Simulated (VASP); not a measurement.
A run of VASP 6.6.1 is set up as follows.

INCAR

```
PREC = Accurate
ENCUT = 520
EDIFF = 1E-6
ISMEAR = 0
SIGMA = 0.01
LREAL = False
LASPH = True
NELM = 80
ALGO = Normal
ISIF = 2
LWAVE = False
LCHARG = False
GGA = PE
NBANDS = 11
```

The input KPOINTS:

```
Automatic mesh
0
Gamma
  4 4 4
```

Contents of POSCAR:

```
NaH
1.0
    0.0000000000      2.4400000000      2.4400000000
    2.4400000000      0.0000000000      2.4400000000
    2.4400000000      2.4400000000      0.0000000000
Na H
1 1
Direct
    0.0000000000      0.0000000000      0.0000000000
    0.5000000000      0.5000000000      0.5000000000
```

Potentials or basis: VASP PAW PBE potentials, release 64 (Na_pv, H).

Run with:

```bash
$ cat potpaw_PBE.64/Na_pv/POTCAR potpaw_PBE.64/H/POTCAR > POTCAR
$ mpirun -np 1 vasp_std > vasp.out
```

Task: Estimate the pressure.

Result: -0.7 GPa.

Task: Estimate the band gap on the k mesh.

Result: 3.71 eV, indirect (least direct gap 4.55 eV).

Caveat: the k points lie up to 0.56 Å⁻¹ apart. A k mesh can miss the band edges.
